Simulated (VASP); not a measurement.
GeS:

```xyz
8
Lattice="10.2981 0.0000 0.0000 0.0000 3.6632 0.0000 0.0000 0.0000 4.1493" Properties=species:S:1:pos:R:3 pbc="T T T"
Ge    9.0690    0.9158    1.5767
Ge    1.2292    2.7474    2.5727
Ge    6.3782    2.7474    3.6514
Ge    3.9199    0.9158    0.4980
S     6.6699    0.9158    2.0528
S     3.6283    2.7474    2.0965
S     8.7774    2.7474   -0.0218
S     1.5208    0.9158    4.1712
```

Base run:

- Program: VASP 6.6.1
- Functional: PBEsol
- Potentials or basis: VASP PAW PBE potentials, release 64 (Ge_d, S)
- Cutoff: 500 eV
- k mesh: 4 × 8 × 6
- Occupations: gaussian, width 0.02 eV
- Spin: no spin polarisation

Its results: band gap on the k mesh 0.82 eV, indirect (least direct gap 1.05 eV); pressure -0.1 GPa; largest force 0.004 eV/Å.

Problem. The run is repeated on the same cell with these changes: k mesh from 4 × 8 × 6 to 4 × 8 × 8. What comes out?

Solution. Band gap on the k mesh 0.91 eV, indirect (least direct gap 1.05 eV); pressure -0.1 GPa; largest force 0.003 eV/Å.

Caveats: the PAW data sets were made with another functional, which shifts forces and pressure a little.

A k mesh can miss the band edges.
